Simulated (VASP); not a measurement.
Crystal: Co2Pd.

```xyz
3
Lattice="2.6023 0.0000 0.0000 -1.3011 2.2536 0.0000 0.0000 0.0000 6.2339" Properties=species:S:1:pos:R:3 pbc="T T T"
Pd    0.0000    0.0000    0.0000
Co    1.3011    0.7512    2.1805
Co    0.0000    1.5024    4.0534
```

This cell differs from its parent crystal: volume scaled by 0.96.

Base run:

* Program: VASP 6.6.1
* Functional: PBEsol
* Potentials or basis: VASP PAW PBE potentials, release 64 (Pd, Co)
* Cutoff: 520 eV
* k mesh: 12 × 12 × 4
* Occupations: fermi-dirac, width 0.05 eV
* Spin: collinear spin, ferromagnetic start
* Starting moments: [0.0, 2.0, 2.0] μB

Its results: pressure -3.4 GPa; net moment 3.70 μB per cell; site moments Pd +0.19; Co +1.77 μB; largest force 0.004 eV/Å.

Question: The run is repeated on the same cell with these changes: functional from PBEsol to r2SCAN. What comes out?

Answer: Pressure 2.6 GPa; net moment 4.00 μB per cell; site moments Pd +0.23; Co +1.95 μB; largest force 0.005 eV/Å.

Caveats: the PAW data sets were made with another functional, which shifts forces and pressure a little.
